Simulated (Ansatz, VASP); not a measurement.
**Zr: VASP beside Ansatz**

```xyz
2
Lattice="3.1900 0.0000 0.0000 -1.5950 2.7626 0.0000 0.0000 0.0000 5.1100" Properties=species:S:1:pos:R:3 pbc="T T T"
Zr    0.0000    1.8417    1.2775
Zr    1.5950    0.9209    3.8325
```

Alike in both runs: task relaxation of cell and atoms; functional PBEsol; dispersion D4; k mesh 15 × 15 × 8; occupations gaussian, width 0.1 eV; no spin polarisation.

```csv
,VASP,Ansatz
version,VASP 6.6.1,Ansatz 0.2.0
potentials or method,"VASP PAW PBE potentials, release 64 (Zr_sv), cutoff 500 eV","scalar-relativistic, plane waves, PAW"
valence electrons in the cell,24,24
```

```tsv
	VASP	Ansatz	Ansatz less VASP
gap on the k mesh at the Fermi level, each at its own relaxed structure (eV)	none	none	-
relaxed volume (Å³/atom)	22.28	22.27	-0.009
relaxed cell length with the largest relative difference (Å)	3.174	3.173	-0.0005
```

VASP's potentials were made for PBE, not for PBEsol, and Ansatz warns of the same on its side. A gap of «none» marks a metal or a gap that the smearing closes.
